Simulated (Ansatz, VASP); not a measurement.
**WC in VASP and in Ansatz**

```xyz
2
Lattice="2.9223 0.0000 0.0000 -1.4612 2.5308 0.0000 0.0000 0.0000 2.8463" Properties=species:S:1:pos:R:3 pbc="T T T"
W     0.0000    0.0000    0.0000
C     0.0000    1.6872    1.4232
```

Alike in both runs: functional PBE; k mesh 30 × 30 × 26; occupations gaussian, width 0.2 eV; no spin polarisation.

Ansatz relaxed the structure, and its values are those at the end. VASP's run is a single point on that final structure, the one shown.

|  | VASP | Ansatz |
| --- | --- | --- |
| version | VASP 6.6.1 | Ansatz 0.2.0 |
| potentials or method | VASP PAW PBE potentials, release 64 (W_sv, C) | scalar-relativistic, plane waves, PAW |
| plane-wave cutoff (eV) | 600 | 420 |
| valence electrons in the cell | 18 | 18 |

Ansatz gave:

| Item | Value |
| --- | --- |
| gap on the k mesh at the Fermi level (eV) | none |
| pressure (GPa) | 0.0 |

**Question.** Estimate VASP's values.

**Answer.** gap on the k mesh at the Fermi level (eV): none; pressure (GPa): 1.0.

A gap of «none» marks a metal or a gap that the smearing closes.

Neither program's run includes spin-orbit coupling.
